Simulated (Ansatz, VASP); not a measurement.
Mg: VASP beside Ansatz

The input INCAR:

```
  ALGO = Normal
  EDIFF = 1E-7
  ENCUT = 520
  GGA = PS
  ISIF = 2
  ISMEAR = -1
  LASPH = True
  LCHARG = False
  LREAL = False
  LWAVE = False
  NBANDS = 7
  NELM = 60
  PREC = Accurate
  SIGMA = 0.1
```

Contents of KPOINTS:

```
k-points
0
Gamma
  14 14 14
```

The input POSCAR:

```
Mg
1.0
   -1.7290730937      1.7290730937      1.7290730937
    1.7290730937     -1.7290730937      1.7290730937
    1.7290730937      1.7290730937     -1.7290730937
Mg
1
Direct
    0.0000000000      0.0000000000      0.0000000000
```

Input for Ansatz:

```yaml
crystal:
  lattice:
    - [-1.7290730937, 1.7290730937, 1.7290730937]
    - [1.7290730937, -1.7290730937, 1.7290730937]
    - [1.7290730937, 1.7290730937, -1.7290730937]
  atoms:
    - { symbol: Mg, position: [0.0, 0.0, 0.0] }
hamiltonian:
  xc: pbesol
  pseudopotentials:
    kind: paw
    azcp:
      Mg: "pseudopotentials/Mg.paw.azcp"
basis:
  ecutwfc: 420
  fft_grid_basis: typed
kpoints:
  mp_grid: { grid: [14, 14, 14], shift: [0, 0, 0] }
magnetization:
  spin_polarized: false
scf:
  occupations: { method: fermi_dirac, width: 0.1 }
  lower_state_search: "off"
output:
  stress: true
```

Alike in both runs: task single point; functional PBEsol; k mesh 14 × 14 × 14; occupations fermi-dirac, width 0.1 eV; no spin polarisation.

|  | VASP | Ansatz |
| --- | --- | --- |
| version | VASP 6.6.1 | Ansatz 0.2.0 |
| potentials or method | VASP PAW PBE potentials, release 64 (Mg), cutoff 520 eV | plane waves (420 eV) with PAW, scalar-relativistic |
| valence electrons in the cell | 2 | 10 |

```csv
,VASP,Ansatz,Ansatz less VASP
pressure (GPa),3.6,3.7,+0.01
```

VASP's potentials were made for PBE, not for PBEsol, and Ansatz warns of the same on its side. VASP's potentials hold 2 valence electrons a cell and Ansatz's 10, so a difference there can come from the potentials and not from the codes.
